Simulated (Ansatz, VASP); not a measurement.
## One calculation of Lu, two programs

The input INCAR:

```
SYSTEM = Lu
ALGO     = Normal         ! electronic algorithm
EDIFF    = 1E-6           ! SCF threshold, eV
ENCUT    = 520            ! plane-wave cutoff, eV
GGA      = PS             ! functional
ISIF     = 2              ! what is computed and relaxed
ISMEAR   = -1             ! smearing method
LASPH    = .True.         ! aspherical terms in the spheres
LCHARG   = .True.         ! write CHGCAR
LELF     = .True.         ! ELF
LREAL    = .False.        ! projectors in reciprocal space
LVHAR    = .True.       
LWAVE    = .False.        ! write WAVECAR
NBANDS   = 32             ! bands
NELM     = 60             ! most SCF steps
PREC     = Accurate       ! precision mode
SIGMA    = 0.05           ! smearing width, eV
```

The input KPOINTS:

```
k-points
0
Gamma
  10 10 10
  0 0 0
```

The input POSCAR:

```
Lu
1.0
    0.0000000000      3.4309612971      3.4309612971
    3.4309612971      0.0000000000      3.4309612971
    3.4309612971      3.4309612971      0.0000000000
Lu
2
Direct
   -0.1250000000     -0.1250000000     -0.1250000000
    0.1250000000      0.1250000000      0.1250000000
```

Input for Ansatz:

```yaml
crystal:
  lattice:
    - [0.0, 3.4309612971, 3.4309612971]
    - [3.4309612971, 0.0, 3.4309612971]
    - [3.4309612971, 3.4309612971, 0.0]
  atoms:
    - { symbol: Lu, position: [-0.125, -0.125, -0.125] }
    - { symbol: Lu, position: [0.125, 0.125, 0.125] }
kpoints:
  mp_grid: { grid: [10, 10, 10] }
scf:
  occupations: { method: fermi_dirac, width: 0.05 }
hamiltonian:
  xc: pbesol
  pseudopotentials: { kind: all_electron, lapw: { basis_error: 0.001 } }
output:
  forces: true
  stress: true
  eigenvalues: true
  populations: true
```

Change from the starting cell: volume scaled by 0.88, LAPW.

Alike in both runs: task single point; functional PBEsol; k mesh 10 × 10 × 10; occupations fermi-dirac, width 0.05 eV; no spin polarisation.

```csv
,VASP,Ansatz
version,VASP 6.6.1,Ansatz 0.2.0
potentials or method,"VASP PAW PBE potentials, release 64 (Lu), cutoff 520 eV","all-electron LAPW, scalar-relativistic"
```

```csv
,VASP,Ansatz,Ansatz less VASP
pressure (GPa),1.5,1.5,-0.03
```

VASP's potentials were made for PBE, not for PBEsol. Ansatz ran all-electron here, and VASP with PAW potentials.

Spin-orbit coupling is off throughout.
